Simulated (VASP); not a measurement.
# C (I4_1/amd) in VASP: single point with PBEsol

Aim: the single point of C with PBEsol.

Program: VASP 6.6.1. These are calculated values, not measurements. Logs are shortened: lines on timing, memory, paths and dates and some standing lists are left out, and cuts for length are marked.

**1. The cell of the first run**

Symmetry: I4_1/amd, No. 141, tetragonal system. The conventional cell has a = 3.737 Å, b = 3.737 Å, c = 2.095 Å, α = 90.00°, β = 90.00°, γ = 90.00°. Within 2.6 Å of C (site symmetry -4m2) lie 10 C at 1.94 to 2.44 Å.

**2. Single point, PBEsol (Si replaced by C, lengths x 0.811, strained)**

Contents of INCAR:

```
PREC     = Accurate       # precision mode
ENCUT    = 520            # plane-wave cutoff, eV
EDIFF    = 1E-7           # SCF threshold, eV
ISMEAR   = 0              # smearing method
SIGMA    = 0.1            # smearing width, eV
LREAL    = False          # projectors in reciprocal space
LASPH    = True           # aspherical terms in the spheres
NELM     = 100            # most SCF steps
ALGO     = Normal         # electronic algorithm
ISIF     = 2              # what is computed and relaxed
LWAVE    = False          # write WAVECAR
LCHARG   = False          # write CHGCAR
GGA      = PS             # functional
NBANDS   = 11             # bands
```

Contents of KPOINTS:

```
regular mesh
0
Gamma
  22 22 22
```

Contents of POSCAR:

```
C
1.0
   -1.8685324210      1.8685324210      1.0474000529
    1.8685324210     -1.8685324210      1.0474000529
    1.8685324210      1.8685324210     -1.0474000529
C
2
Direct
    0.2500000000      0.7500000000      0.5000000000
    0.5000000000      0.5000000000      0.0000000000
```

Potentials or basis: VASP PAW PBE potentials, release 64 (C).

Run with:

```
> cat potpaw_PBE.64/C/POTCAR > POTCAR
> mpirun -np 1 vasp_std > vasp.out
```

OUTCAR:

```text
PREC = Accurate
   ENCUT = 520
   EDIFF = 1E-7
   ISMEAR = 0
   LREAL = False
   LASPH = True
   NELM = 100
   ISIF = 2
   GGA = PS

 ion  position               nearest neighbor table
   1  0.250  0.750  0.500-   2 1.94   2 1.94   2 1.94   2 1.94
   2  0.500  0.500  0.000-   1 1.94   1 1.94   1 1.94   1 1.94

  LATTYP: Found a body centered tetragonal cell.
 ALAT       =     3.7370648420
 C/A-ratio  =     0.5605468983

  Lattice vectors:

 A1 = (  -1.8685324210,   1.8685324210,   1.0474000529)
 A2 = (   1.8685324210,  -1.8685324210,   1.0474000529)
 A3 = (   1.8685324210,   1.8685324210,  -1.0474000529)

Analysis of symmetry for initial positions (statically):
=====================================================================
 Subroutine PRICEL returns:
 Original cell was already a primitive cell.

 Routine SETGRP: Setting up the symmetry group for a
 body centered tetragonal supercell.

 Subroutine GETGRP returns: Found 16 space group operations
 (whereof  8 operations were pure point group operations)
 out of a pool of 16 trial point group operations.

The static configuration has the point symmetry D_2d.
 The point group associated with its full space group is D_4h.

Analysis of symmetry for dynamics (positions and initial velocities):
=====================================================================
 Subroutine PRICEL returns:
 Original cell was already a primitive cell.

 Routine SETGRP: Setting up the symmetry group for a
 body centered tetragonal supercell.

 Subroutine GETGRP returns: Found 16 space group operations
 (whereof  8 operations were pure point group operations)
 out of a pool of 16 trial point group operations.

The dynamic configuration has the point symmetry D_2d.
 The point group associated with its full space group is D_4h.

 Subroutine INISYM returns: Found 16 space group operations
 (whereof  8 operations are pure point group operations),
 and found     1 'primitive' translations

----------------------------------------------------------------------------------------

                                     Primitive cell

  volume of cell :      14.6276

  direct lattice vectors                    reciprocal lattice vectors
    -1.868532421  1.868532421  1.047400053     0.000000000  0.267589684  0.477372517
     1.868532421 -1.868532421  1.047400053     0.267589684  0.000000000  0.477372517
     1.868532421  1.868532421 -1.047400053     0.267589684  0.267589684  0.000000000

  length of vectors
     2.842511862  2.842511862  2.842511862     0.547255662  0.547255662  0.378428960

  position of ions in fractional coordinates (direct lattice)
     0.250000000  0.750000000  0.500000000
     0.500000000  0.500000000  0.000000000

  ion indices of the primitive-cell ions
   primitive index   ion index
                 1           1
                 2           2

----------------------------------------------------------------------------------------

 KPOINTS: regular mesh

Automatic generation of k-mesh.
 Grid dimensions read from file:
 generate k-points for:   22   22   22

 Generating k-lattice:

  Cartesian coordinates                     Fractional coordinates (reciprocal lattice)
     0.000000000  0.012163167  0.021698751     0.045454545  0.000000000  0.000000000
     0.012163167  0.000000000  0.021698751     0.000000000  0.045454545  0.000000000
     0.012163167  0.012163167  0.000000000     0.000000000  0.000000000  0.045454545

  Length of vectors
     0.024875257  0.024875257  0.017201316

  Shift w.r.t. Gamma in fractional coordinates (k-lattice)
     0.000000000  0.000000000  0.000000000

 Subroutine IBZKPT returns following result:
 ===========================================

 Found    834 irreducible k-points:

 Following reciprocal coordinates:
            Coordinates               Weight
  0.000000  0.000000  0.000000      1.000000
  0.045455 -0.000000  0.000000      8.000000
  0.090909 -0.000000  0.000000      8.000000
  0.136364  0.000000  0.000000      8.000000
  0.181818 -0.000000  0.000000      8.000000
  0.227273 -0.000000  0.000000      8.000000
[... 16 lines left out ...]
  0.500000  0.045455  0.000000     16.000000
 -0.454545  0.045455 -0.000000     16.000000
 [... further k-points ...]
   k-points           NKPTS =    834   k-points in BZ     NKDIM =    834   number of bands    NBANDS=     11
   number of dos      NEDOS =    301   number of ions     NIONS =      2
   total plane-waves  NPLWV =  13824
   dimension x,y,z NGX =    24 NGY =   24 NGZ =   24
   dimension x,y,z NGXF=    48 NGYF=   48 NGZF=   48
   ions per type =               2
   NGX,Y,Z   is equivalent  to a cutoff of  14.04, 14.04, 14.04 a.u.
   NGXF,Y,Z  is equivalent  to a cutoff of  28.07, 28.07, 28.07 a.u.
 SYSTEM =  unknown system
   PREC   = accura    normal or accurate (medium, high low for compatibility)
   ISTART =      0    job   : 0-new  1-cont  2-samecut
   ICHARG =      2    charge: 1-file 2-atom 10-const
   ISPIN  =      1    spin polarized calculation?
   LNONCOLLINEAR =      F non collinear calculations
   LSORBIT =      F    spin-orbit coupling
   LASPH  =      T    aspherical Exc in radial PAW
   ENCUT  =  520.0 eV  38.22 Ry    6.18 a.u.   5.29  5.29  5.29*2*pi/ulx,y,z
   NELM   =    100;   NELMIN=  2; NELMDL= -5     # of ELM steps
   EDIFF  = 0.1E-06   stopping-criterion for ELM
   LREAL  =      F    real-space projection
   EDIFFG = 0.1E-05   stopping-criterion for IOM
   NSW    =      0    number of steps for IOM
   IBRION =     -1    ionic relax: 0-MD 1-quasi-New 2-CG
   NFREE  =      0    steps in history (QN), initial steepest desc. (CG)
   ISIF   =      2    stress and relaxation
   ISYM   =      2    0-nonsym 1-usesym 2-fastsym
   POTIM  = 0.5000    time-step for ionic-motion
   TEBEG  =    0.0;   TEEND  =   0.0 temperature during run
   PSTRESS=    0.0 pullay stress
   NELECT =       8.0000    total number of electrons
   NUPDOWN=      -1.0000    fix difference up-down
   EMIN   =  10.00;   EMAX   =-10.00  energy-range for DOS
   EFERMI =   0.00;   METHOD = LEGACY
   ISMEAR =     0;   SIGMA  =   0.10  broadening in eV -4-tet -1-fermi 0-gaus
   EFERMI_NEDOS =   21; number of points for ismear=-14 and -15
   IALGO  =     38    algorithm
   IMIX   =      4    mixing-type and parameters
     AMIX     =   0.40;   BMIX     =  1.00
     AMIX_MAG =   1.60;   BMIX_MAG =  1.00
  volume/ion in A,a.u.               =       7.31        49.36
  Fermi-wavevector in a.u.,A,eV,Ry     =   1.338793  2.529953 24.386641  1.792368
  Thomas-Fermi vector in A             =   2.467236
   LORBIT       =      0    0 simple, 1 ext, 2 COOP (PROOUT), +10 PAW based schemes
   GGA     = PS    functional components
   LHFCALC =     F    Hartree Fock is set to
   AEXX    =    0.0000 exact exchange contribution
   IVDW    =     0    specifies the selected vdW correction
   LEPSILON=     F    determine dielectric tensor
   LRPA    =     F    only Hartree local field effects (RPA)
 non-spin polarized calculation
 Gauss-broadening in eV      SIGMA  =   0.10
  energy-cutoff  :      520.00
  volume of cell :       14.63
 maximum number of plane-waves:       405
 NGX is ok and might be reduce to    24
   NGX = 11   NGY = 11   NGZ = 11

 number of electron       8.0000000 magnetization

 Free energy of the ion-electron system (eV)
  ---------------------------------------------------
  ext. energy  EPLUGINS =         0.00000000
  ---------------------------------------------------
  free energy    TOTEN  =       -12.86225245 eV

  energy without entropy =      -12.85969567  energy(sigma->0) =      -12.86097406

 E-fermi :   7.1287     XC(G=0): -12.7001

 val. band max:        7.1273503572   @ k =  -0.4091  -0.4091   0.3182
 cond. band min:       7.1324733100   @ k =   0.3636  -0.0000   0.0000
 fundamental gap:      0.0051229528
 Fermi energy:         7.1287052788

 k-point     1 :       0.0000    0.0000    0.0000
  band No.  band energies     occupation
      1     -11.3431      2.00000
      2       3.3856      2.00000
      3       3.3856      2.00000
      4       4.9555      2.00000
      5      14.3675      0.00000
      6      14.4278      0.00000
      7      15.0220      0.00000
      8      15.0220      0.00000
      9      16.6176      0.00000
     10      32.6588      0.00000
     11      34.2972      0.00000

 k-point     2 :       0.0455   -0.0000    0.0000
  band No.  band energies     occupation
      1     -11.2658      2.00000
      2       3.2074      2.00000
      3       3.3836      2.00000
      4       5.2347      2.00000
      5      14.0869      0.00000
      6      14.2000      0.00000
      7      14.9760      0.00000
      8      15.0133      0.00000
      9      16.7714      0.00000
     10      32.7001      0.00000
     11      33.8735      0.00000

 k-point     3 :       0.0909   -0.0000    0.0000
  band No.  band energies     occupation
      1     -11.0341      2.00000
      2       2.8746      2.00000
      3       3.3822      2.00000
      4       5.8645      2.00000
      5      13.3395      0.00000
      6      13.5641      0.00000
      7      14.7867      0.00000
      8      14.9768      0.00000
      9      17.2273      0.00000
     10      31.4664      0.00000
     11      32.1551      0.00000

 k-point     4 :       0.1364    0.0000    0.0000
  band No.  band energies     occupation
      1     -10.6486      2.00000
      2       2.5697      2.00000
      3       3.3930      2.00000
      4       6.6396      2.00000
      5      12.2320      0.00000
      6      12.6427      0.00000
      7      14.4571      0.00000
      8      14.8862      0.00000
      9      17.9660      0.00000
     10      29.5741      0.00000
     11      30.2726      0.00000
[... 239 lines left out ...]
 k-point    22 :       0.4545    0.0455    0.0000
  band No.  band energies     occupation
      1      -2.8728      2.00000
      2      -1.6608      2.00000
      3       3.7801      2.00000
      4       4.1154      2.00000
      5       5.4986      2.00000
      6      11.3102      0.00000
      7      12.0273      0.00000
      8      13.6851      0.00000
      9      23.9173      0.00000
     10      24.8699      0.00000
     11      29.6889      0.00000

 k-point    23 :       0.5000    0.0455    0.0000
  band No.  band energies     occupation
      1      -3.5153      2.00000
      2      -0.9890      2.00000
      3       3.2878      2.00000
      4       4.2433      2.00000
      5       5.7930      2.00000
      6      11.3866      0.00000
      7      12.1895      0.00000
      8      13.5953      0.00000
      9      23.9383      0.00000
     10      25.0571      0.00000
     11      29.6519      0.00000

 k-point    24 :      -0.4545    0.0455   -0.0000
  band No.  band energies     occupation
      1      -4.8801      2.00000
      2       0.4789      2.00000
      3       2.9667      2.00000
      4       4.1711      2.00000
      5       6.4241      2.00000
      6      11.4994      0.00000
      7      12.5561      0.00000
      8      13.2611      0.00000
      9      23.8106      0.00000
     10      25.1086      0.00000
     11      30.2283      0.00000

 [... further k-points ...]
[... 5 lines left out ...]
  --------------------------------------------------------------------------------------
  -------------------------------------------------------------------------------------
  Total       -6.4845033     -6.4845033     -2.9672820      0.0000000      0.0000000      0.0000000
  in kB     -710.2535984   -710.2535984   -325.0091215      0.0000000      0.0000000      0.0000000
  external PRESSURE =    -581.8387728 kB  Pullay stress =       0.0000000 kB

 VOLUME and BASIS-vectors are now :
 -----------------------------------------------------------------------------
  energy-cutoff  :      520.00
  volume of cell :       14.63
      direct lattice vectors                 reciprocal lattice vectors
    -1.868532421  1.868532421  1.047400053     0.000000000  0.267589684  0.477372517
     1.868532421 -1.868532421  1.047400053     0.267589684  0.000000000  0.477372517
     1.868532421  1.868532421 -1.047400053     0.267589684  0.267589684  0.000000000

 POSITION                                       TOTAL-FORCE (eV/Angst)
 -----------------------------------------------------------------------------------
      1.86853      0.00000      0.52370         0.000000     -0.000000     -0.000000
      0.00000      0.00000      1.04740        -0.000000      0.000000      0.000000
 -----------------------------------------------------------------------------------
    total drift:                               -0.000000     -0.000000     -0.000000

  FREE ENERGIE OF THE ION-ELECTRON SYSTEM (eV)
  ---------------------------------------------------
  free  energy   TOTEN  =       -12.8622524472 eV

  energy  without entropy=      -12.8596956661  energy(sigma->0) =      -12.86097406
```

Wall time 79 s (1 thread of AMD EPYC 9R14 (Zen 4), shared host); peak memory 0.19 GiB.

What came out:

| Property | Result |
| --- | --- |
| Free energy | -12.8623 eV |
| Pressure | -58.2 GPa |
| Band gap on the k mesh | zero (band 4 reaches 9.93 eV, above the bottom of band 5 at 1.67 eV) |

Caveat: the cell differs from its parent crystal (Si replaced by C, lengths x 0.811, strained); the PAW data sets were made with another functional, which shifts forces and pressure a little.
